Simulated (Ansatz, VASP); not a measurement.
Two plane-wave programs on Ge2Sb2Te5

File INCAR:

```
ALGO = Fast
EDIFF = 1E-7
ENCUT = 520
GGA = PE
ISIF = 2
ISMEAR = 0
LASPH = T
LCHARG = F
LREAL = F
LWAVE = F
NBANDS = 44
NELM = 100
PREC = Accurate
SIGMA = 0.03
```

KPOINTS

```
k-points
0
Gamma
  12 12 2
```

File POSCAR:

```
Ge2Sb2Te5
1.0
    4.5164438382      0.0000000000      0.0000000000
   -2.2582219191      3.9113550987      0.0000000000
    0.0000000000      0.0000000000     16.9831837648
Ge Sb Te
2 2 5
Direct
    0.0000000000      0.0000000000      0.3313200918
    0.0000000000      0.0000000000      0.6686799082
    0.3333333333      0.6666666667      0.1120971408
    0.6666666667      0.3333333333      0.8879028592
    0.0000000000      0.0000000000      0.0000000000
    0.3333333333      0.6666666667      0.7914345914
    0.6666666667      0.3333333333      0.2085654086
    0.3333333333      0.6666666667      0.4096023866
    0.6666666667      0.3333333333      0.5903976134
```

Input for Ansatz:

```yaml
crystal:
  lattice:
    - [4.5164438382, 0.0, 0.0]
    - [-2.2582219191, 3.9113550987, 0.0]
    - [0.0, 0.0, 16.9831837648]
  atoms:
    - { symbol: Ge, position: [0.0, 0.0, 0.3313200918] }
    - { symbol: Ge, position: [0.0, 0.0, 0.6686799082] }
    - { symbol: Sb, position: [0.3333333333, 0.6666666667, 0.1120971408] }
    - { symbol: Sb, position: [0.6666666667, 0.3333333333, 0.8879028592] }
    - { symbol: Te, position: [0.0, 0.0, 0.0] }
    - { symbol: Te, position: [0.3333333333, 0.6666666667, 0.7914345914] }
    - { symbol: Te, position: [0.6666666667, 0.3333333333, 0.2085654086] }
    - { symbol: Te, position: [0.3333333333, 0.6666666667, 0.4096023866] }
    - { symbol: Te, position: [0.6666666667, 0.3333333333, 0.5903976134] }
basis:
  ecutwfc: 420
kpoints:
  mp_grid: { grid: [12, 12, 2] }
hamiltonian:
  xc: pbe
scf:
  occupations: { method: gaussian, width: 0.03 }
output:
  forces: true
  stress: true
  eigenvalues: true
```

Alike in both runs: task single point; functional PBE; k mesh 12 × 12 × 2; occupations gaussian, width 0.03 eV; no spin polarisation.

|  | VASP | Ansatz |
| --- | --- | --- |
| version | VASP 6.6.1 | Ansatz 0.2.0 |
| potentials or method | VASP PAW PBE potentials, release 64 (Ge_d, Sb, Te), cutoff 520 eV | scalar-relativistic, plane waves, PAW |
| valence electrons in the cell | 68 | 138 |

|  | VASP | Ansatz | Ansatz less VASP |
| --- | --- | --- | --- |
| gap on the k mesh at the Fermi level (eV) | none | none | - |
| pressure (GPa) | -2.4 | -2.4 | +0.02 |
| traceless stress, the component that is largest in VASP (GPa) | 2.30 | 2.31 | +0.012 |
| rms of the force components (eV/Å) | 0.039 | 0.043 | +0.0037 |

Atom by atom the forces differ by 0.005 eV/Å (rms over components). A gap of «none» marks a metal or a gap that the smearing closes. VASP's potentials hold 68 valence electrons a cell and Ansatz's 138, so a difference there can come from the potentials and not from the codes.

Neither program's run includes spin-orbit coupling.
